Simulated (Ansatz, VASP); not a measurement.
## Au: VASP beside Ansatz

The input INCAR:

```
SYSTEM = Au
PREC = Accurate ; ENCUT = 520
EDIFF = 1E-8 ; ISMEAR = -1
SIGMA = 0.03 ; LREAL = .False.
LASPH = .True. ; NELM = 100
ALGO = Normal ; ISIF = 2
LWAVE = .False. ; LCHARG = .False.
GGA = PS ; LEFG = .True.
NBANDS = 18
```

Contents of KPOINTS:

```
regular mesh
0
Gamma
  14 14 8
  0 0 0
```

The input POSCAR:

```
Au
1.0
    2.8129984581      0.0000000000      0.0000000000
   -1.4064992290      2.4361281256      0.0000000000
    0.0000000000      0.0000000000      4.8800000000
Au
2
Direct
    0.3333333333      0.6666666667      0.7500000000
    0.6666666667      0.3333333333      0.2500000000
```

Input for Ansatz:

```yaml
crystal:
  lattice:
    - [2.8129984581, 0.0, 0.0]
    - [-1.406499229, 2.4361281256, 0.0]
    - [0.0, 0.0, 4.88]
  atoms:
    - { symbol: Au, position: [0.3333333333, 0.6666666667, 0.75] }
    - { symbol: Au, position: [0.6666666667, 0.3333333333, 0.25] }
kpoints:
  mp_grid: { grid: [14, 14, 8] }
scf:
  occupations: { method: fermi_dirac, width: 0.03 }
hamiltonian:
  xc: pbesol
  pseudopotentials: { kind: paw }
output:
  forces: true
  stress: true
  eigenvalues: true
  efg: { contact_densities: true }
  write_density: true
  write_potential: true
  elf: true
  volumetric_format: npy
```

Change from the starting cell: equal xx and yy strain of -3 %, PAW files.

Alike in both runs: task electric field gradients; functional PBEsol; k mesh 14 × 14 × 8; occupations fermi-dirac, width 0.03 eV; no spin polarisation.

|  | VASP | Ansatz |
| --- | --- | --- |
| version | VASP 6.6.1 | Ansatz 0.2.0 |
| potentials or method | VASP PAW PBE potentials, release 64 (Au) | PAW with Ansatz's default frozen-core files, scalar-relativistic |
| plane-wave cutoff (eV) | 520 | 420 |
| valence electrons in the cell | 22 | 38 |

Ansatz gave:

| Property | Result |
| --- | --- |
| pressure (GPa) | 3.8 |
| traceless stress, the component that is largest in VASP (GPa) | -2.15 |
| size of Vzz on the site where it differs most (V/Å²) | 21.3 |

Q: Estimate VASP's values.

A: Pressure (GPa): 3.5; traceless stress, the component that is largest in VASP (GPa): -2.17; size of Vzz on the site where it differs most (V/Å²): 53.0.

VASP's potentials were made for PBE, not for PBEsol. VASP's potentials hold 22 valence electrons a cell and Ansatz's 38, so a difference there can come from the potentials and not from the codes.

Spin-orbit coupling is off throughout.
